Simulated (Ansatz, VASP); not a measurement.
# AlN in VASP and in Ansatz

```xyz
4
Lattice="3.0888 0.0000 0.0000 -1.5444 2.6750 0.0000 0.0000 0.0000 4.9433" Properties=species:S:1:pos:R:3 pbc="T T T"
Al    0.0000    1.7833   -0.0049
Al    1.5444    0.8917    2.4667
N     0.0000    1.7833    1.8833
N     1.5444    0.8917    4.3550
```

Alike in both runs: functional LDA; k mesh 12 × 12 × 6; occupations gaussian, width 0.02 eV; no spin polarisation.

Ansatz relaxed the structure, and its values are those at the end. VASP's run is a single point on that final structure, the one shown.

|  | VASP | Ansatz |
| --- | --- | --- |
| version | VASP 6.6.1 | Ansatz 0.2.0 |
| potentials or method | VASP PAW LDA potentials, release 64 (Al, N), cutoff 520 eV | scalar-relativistic, plane waves, PAW |
| valence electrons in the cell | 16 | 16 |

```tsv
	VASP	Ansatz	Ansatz less VASP
gap on the k mesh at the Fermi level (eV)	4.42	4.42	-0.007
least direct gap on the mesh (eV)	4.42	4.42	-0.007
pressure (GPa)	0.6	0.0	-0.61
```

LDA's correlation is that of Perdew and Zunger in VASP and of Perdew and Wang (1992) in Ansatz.
